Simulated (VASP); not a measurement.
# BaTiO3 (P1) in VASP: notebook, part 2 of 2

VASP 6.6.1. The steps go on from the part before.

**3. Single point, PBE**

INCAR

```
SYSTEM = BaTiO3
PREC = Accurate ; ENCUT = 520
EDIFF = 1E-6 ; ISMEAR = -1
SIGMA = 0.05 ; LREAL = .FALSE.
LASPH = .TRUE. ; NELM = 80
ALGO = Normal ; ISIF = 2
LWAVE = .FALSE. ; LCHARG = .FALSE.
GGA = PE ; NBANDS = 28
```

KPOINTS

```
Automatic mesh
0
G
  7 7 7
  0 0 0
```

POSCAR

```
BaTiO3
1.0
    3.9998000000      0.0000000000      0.0000000000
    0.0000000000      3.9998000000      0.0000000000
    0.0000000000      0.0000000000      4.0180000000
Ba Ti O
1 1 3
Direct
    0.9955672000      0.9906407400      0.0035034300
    0.5025366900      0.4919233700      0.4687657700
    0.4792189400      0.5143238900      0.0064065200
    0.5027309200      0.0032990000      0.5093824900
    0.0199462600      0.4998130000      0.5399418000
```

Potentials or basis: VASP PAW PBE potentials, release 64 (Ba_sv, Ti_sv, O).

Launch:

```
$ cat potpaw_PBE.64/Ba_sv/POTCAR potpaw_PBE.64/Ti_sv/POTCAR potpaw_PBE.64/O/POTCAR > POTCAR
$ mpirun -np 1 vasp_std > vasp.out
```

OUTCAR:

```text
SYSTEM = BaTiO3
   PREC = Accurate
   ENCUT = 520
   EDIFF = 1E-6
   ISMEAR = -1
   LREAL = .FALSE.
   LASPH = .TRUE.
   NELM = 80
   ISIF = 2
   GGA = PE

 ion  position               nearest neighbor table
   1  0.996  0.991  0.004-   5 2.71   3 2.72   5 2.76   4 2.80   3 2.81   4 2.83   4 2.84   3 2.85
                             4 2.87   5 2.92   3 2.94   5 2.97   2 3.37   2 3.38   2 3.40   2 3.41
   2  0.503  0.492  0.469-   3 1.86   5 1.95   4 1.96   4 2.05   5 2.09   3 2.16   1 3.37   1 3.38
                             1 3.40   1 3.41   1 3.53   1 3.54   1 3.56   1 3.57
   3  0.479  0.514  0.006-   2 1.86   2 2.16   1 2.72   1 2.81   1 2.85   1 2.94
   4  0.503  0.003  0.509-   2 1.96   2 2.05   1 2.80   1 2.83   1 2.84   1 2.87
   5  0.020  0.500  0.540-   2 1.95   2 2.09   1 2.71   1 2.76   1 2.92   1 2.97

  LATTYP: Found a simple tetragonal cell.
 ALAT       =     3.9998000000
 C/A-ratio  =     1.0045502275

  Lattice vectors:

 A1 = (   3.9998000000,   0.0000000000,   0.0000000000)
 A2 = (   0.0000000000,   3.9998000000,   0.0000000000)
 A3 = (   0.0000000000,   0.0000000000,   4.0180000000)

Analysis of symmetry for initial positions (statically):
=====================================================================
 Subroutine PRICEL returns:
 Original cell was already a primitive cell.

 Routine SETGRP: Setting up the symmetry group for a
 simple tetragonal supercell.

 Subroutine GETGRP returns: Found  1 space group operations
 (whereof  1 operations were pure point group operations)
 out of a pool of 16 trial point group operations.

The static configuration has the point symmetry C_1 .

Analysis of symmetry for dynamics (positions and initial velocities):
=====================================================================
 Subroutine PRICEL returns:
 Original cell was already a primitive cell.

 Routine SETGRP: Setting up the symmetry group for a
 simple tetragonal supercell.

 Subroutine GETGRP returns: Found  1 space group operations
[... 125 lines left out ...]
   EFERMI_NEDOS =   21; number of points for ismear=-14 and -15
   IALGO  =     38    algorithm
   IMIX   =      4    mixing-type and parameters
     AMIX     =   0.40;   BMIX     =  1.00
     AMIX_MAG =   1.60;   BMIX_MAG =  1.00
  volume/ion in A,a.u.               =      12.86        86.76
  Fermi-wavevector in a.u.,A,eV,Ry     =   1.397653  2.641181 26.578078  1.953434
  Thomas-Fermi vector in A             =   2.520888
   LORBIT       =      0    0 simple, 1 ext, 2 COOP (PROOUT), +10 PAW based schemes
   GGA     = PE    functional components
   LHFCALC =     F    Hartree Fock is set to
   AEXX    =    0.0000 exact exchange contribution
   IVDW    =     0    specifies the selected vdW correction
   LEPSILON=     F    determine dielectric tensor
   LRPA    =     F    only Hartree local field effects (RPA)
 non-spin polarized calculation
  energy-cutoff  :      520.00
  volume of cell :       64.28
 maximum number of plane-waves:      1755
 NGX is ok and might be reduce to    30
   NGX = 15   NGY = 15   NGZ = 15

 number of electron      39.9999999 magnetization

 Free energy of the ion-electron system (eV)
  ---------------------------------------------------
  ext. energy  EPLUGINS =         0.00000000
  ---------------------------------------------------
  free energy    TOTEN  =       -39.80712055 eV

  energy without entropy =      -39.80712055  energy(sigma->0) =      -39.80712055

 E-fermi :   4.8184     XC(G=0): -11.2403

 val. band max:        3.7795781220   @ k =  -0.4286   0.4286   0.4286
 cond. band min:       5.7335228568   @ k =   0.0000   0.0000   0.0000
 fundamental gap:      1.9539447348
 Fermi energy:         4.8183506212

 k-point     1 :       0.0000    0.0000    0.0000
  band No.  band energies     occupation
      1     -52.6867      2.00000
      2     -28.9445      2.00000
      3     -28.9064      2.00000
      4     -28.9046      2.00000
      5     -21.0162      2.00000
      6     -13.0844      2.00000
[... 733 lines left out ...]
     27      11.9110      0.00000
     28      13.4053      0.00000

 [... further k-points ...]
[... 5 lines left out ...]
  --------------------------------------------------------------------------------------
  -------------------------------------------------------------------------------------
  Total        1.6242669      1.9553626      2.3388925     -0.0502802      0.2478490      0.0297970
  in kB       40.4838201     48.7361712     58.2954094     -1.2532031      6.1774787      0.7426724
  external PRESSURE =      49.1718003 kB  Pullay stress =       0.0000000 kB

 VOLUME and BASIS-vectors are now :
 -----------------------------------------------------------------------------
  energy-cutoff  :      520.00
  volume of cell :       64.28
      direct lattice vectors                 reciprocal lattice vectors
     3.999800000  0.000000000  0.000000000     0.250012501  0.000000000  0.000000000
     0.000000000  3.999800000  0.000000000     0.000000000  0.250012501  0.000000000
     0.000000000  0.000000000  4.018000000     0.000000000  0.000000000  0.248880040

 POSITION                                       TOTAL-FORCE (eV/Angst)
 -----------------------------------------------------------------------------------
      3.98207      3.96236      0.01408         0.154624      0.239633     -0.309363
      2.01005      1.96760      1.88350        -0.501391     -0.099323      0.648276
      1.91678      2.05719      0.02574         0.815419     -0.344755      0.939384
      2.01082      0.01320      2.04670         0.330803      0.240547     -0.317275
      0.07978      1.99915      2.16949        -0.799455     -0.036103     -0.961021
 -----------------------------------------------------------------------------------
    total drift:                                0.000666      0.000079      0.000522

  FREE ENERGIE OF THE ION-ELECTRON SYSTEM (eV)
  ---------------------------------------------------
  free  energy   TOTEN  =       -39.8071205510 eV

  energy  without entropy=      -39.8071205507  energy(sigma->0) =      -39.80712055
```

OSZICAR:

```text
N       E                     dE             d eps       ncg     rms          rms(c)
DAV:   1     0.439925360568E+03    0.43993E+03   -0.20962E+04  9632   0.155E+03
DAV:   2    -0.295065756393E+01   -0.44288E+03   -0.42075E+03 10996   0.429E+02
DAV:   3    -0.483736773414E+02   -0.45423E+02   -0.44944E+02 13292   0.136E+02
DAV:   4    -0.506045358545E+02   -0.22309E+01   -0.22260E+01 14744   0.256E+01
DAV:   5    -0.506696057330E+02   -0.65070E-01   -0.65059E-01 12820   0.344E+00    0.232E+01
DAV:   6    -0.400546083774E+02    0.10615E+02   -0.56996E+01 14568   0.679E+01    0.103E+01
DAV:   7    -0.400064399914E+02    0.48168E-01   -0.11625E+01 13172   0.251E+01    0.706E+00
DAV:   8    -0.398079989309E+02    0.19844E+00   -0.61510E-01 11904   0.717E+00    0.378E+00
DAV:   9    -0.398421494659E+02   -0.34151E-01   -0.44281E-01 14156   0.587E+00    0.175E+00
DAV:  10    -0.398112853101E+02    0.30864E-01   -0.18488E-01 11552   0.426E+00    0.566E-01
DAV:  11    -0.398073471335E+02    0.39382E-02   -0.14994E-02 13312   0.825E-01    0.167E-01
DAV:  12    -0.398071364011E+02    0.21073E-03   -0.12785E-03 10928   0.233E-01    0.422E-02
DAV:  13    -0.398071235172E+02    0.12884E-04   -0.10909E-04 13292   0.964E-02    0.234E-02
DAV:  14    -0.398071230818E+02    0.43538E-06   -0.35423E-05 13120   0.470E-02    0.176E-02
DAV:  15    -0.398071211133E+02    0.19685E-05   -0.25573E-05 13716   0.471E-02    0.710E-03
DAV:  16    -0.398071205510E+02    0.56225E-06   -0.23816E-06  8284   0.154E-02
   1 F= -.39807121E+02 E0= -.39807121E+02  d E =-.333784E-09
```

stdout:

```text
POSCAR found type information on POSCAR BaTiO
 POSCAR found :  3 types and       5 ions
 scaLAPACK will be used
 LDA part: xc-table for (Slater+PW92), standard interpolation
 POSCAR, INCAR and KPOINTS ok, starting setup
 FFT: planning ... GRIDC
 FFT: planning ... GRID_SOFT
 FFT: planning ... GRID
 WAVECAR not read
 entering main loop
```

Wall time 3.8 min (1 thread of Intel Xeon Platinum 8488C (Sapphire Rapids), shared host); peak memory 0.39 GiB.

What came out:

```yaml
Free_energy: -39.8071 eV
Pressure: 4.9 GPa
Largest_force: 1.291 eV/Å
Band_gap_on_the_k_mesh: 1.95 eV, indirect (least direct gap 2.21 eV)
```

Forces in eV/Å, atoms in the order of the input:
```
Ba   0.155  0.240 -0.309
Ti  -0.501 -0.099  0.648
O    0.815 -0.345  0.939
O    0.331  0.241 -0.317
O   -0.799 -0.036 -0.961
```

Stress tensor (GPa, compression positive):
```
 4.05 -0.13  0.07
-0.13  4.87  0.62
 0.07  0.62  5.83
```

Levels at points of the mesh, in eV from the valence-band top:
```
           k point  band 16  band 17  band 18  band 19  band 20  band 21  band 22  band 23  band 24  band 25
(0.00, 0.00, 0.00)    -1.29    -1.14    -0.46    -0.34    -0.26     1.95     2.34     2.64     4.16     4.37
```

Caveat: spin-orbit coupling is left out, which moves the levels of the heavy elements; forces of over 1 eV/Å act on the atoms, so gaps and moduli don't describe the material at rest. A k mesh can miss the band edges.
